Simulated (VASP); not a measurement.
## SrTiO3: relaxation of cell and atoms with PBEsol

The system is SrTiO3.

```
Sr Ti O
1.0
     3.91270    0.00000    0.00000
     0.00000    3.91270    0.00000
     0.00000    0.00000    3.91270
Sr Ti O
1 1 3
Cartesian
  0.0000 0.0000 0.0000
  1.9564 1.9564 1.9564
  1.9564 0.0000 1.9564
  1.9564 1.9564 0.0000
  0.0000 1.9564 1.9564
```

* Program: VASP 6.6.1
* Task: relaxation of cell and atoms
* Functional: PBEsol
* Potentials or basis: VASP PAW PBE potentials, release 64 (Sr_sv, Ti_sv, O)
* Cutoff: 600 eV
* k mesh: 6 × 6 × 6
* Occupations: gaussian, width 0.02 eV
* Spin: no spin polarisation
* Dipole correction: no
* Further INCAR settings: ALGO = Normal; EDIFF = 1e-06; IBRION = 2; EDIFFG = -0.005; NSW = 100; ISIF = 3

```json
{
  "Relaxed volume": "11.82 Å³/atom",
  "Relaxed cell": "a = 3.895 Å, b = 3.895 Å, c = 3.895 Å, α = 90.00°, β = 90.00°, γ = 90.00°",
  "Space group after relaxing (to 0.1 Å)": "Pm-3m (No. 221)",
  "Energy gained by relaxing": "1.3 meV/atom",
  "Ionic steps": "3",
  "Pressure after relaxing": "0.0 GPa",
  "Band gap on the k mesh": "1.81 eV (least direct gap 2.17 eV)"
}
```

Step by step:
| step | energy change (eV) | largest force (eV/Å) | pressure (GPa) | volume (Å³) |
| --- | --- | --- | --- | --- |
| 1 | 0.0000 | 0.0000 | -2.52 | 59.90 |
| 2 | -0.0002 | 0.0000 | 2.56 | 58.28 |
| 3 | -0.0065 | 0.0000 | -0.01 | 59.08 |

Final structure:
```
Sr Ti O
1.0
     3.89476    0.00000    0.00000
     0.00000    3.89476    0.00000
     0.00000    0.00000    3.89476
Sr Ti O
1 1 3
Cartesian
  0.0000 0.0000 0.0000
  1.9474 1.9474 1.9474
  1.9474 0.0000 1.9474
  1.9474 1.9474 0.0000
  0.0000 1.9474 1.9474
```

Levels at points of the mesh, in eV from the valence-band top:
```tsv
k point	band 18	band 19	band 20	band 21	band 22	band 23
(0.00, 0.00, 0.00)	-0.35	-0.35	-0.35	1.81	1.81	1.81
(0.50, 0.00, 0.00)	-2.06	-0.74	-0.74	2.00	3.82	3.82
(0.50, 0.50, 0.00)	-1.60	-1.60	-0.10	3.83	3.83	4.28
(0.50, 0.50, 0.50)	0.00	0.00	0.00	4.52	4.52	4.52
```

Wall time 2.2 min on 1 thread of Intel Xeon 8259CL, on a shared host, peak memory 0.21 GiB.

Caveat: the PAW data sets were made with another functional, which shifts forces and pressure a little. A k mesh can miss the band edges.
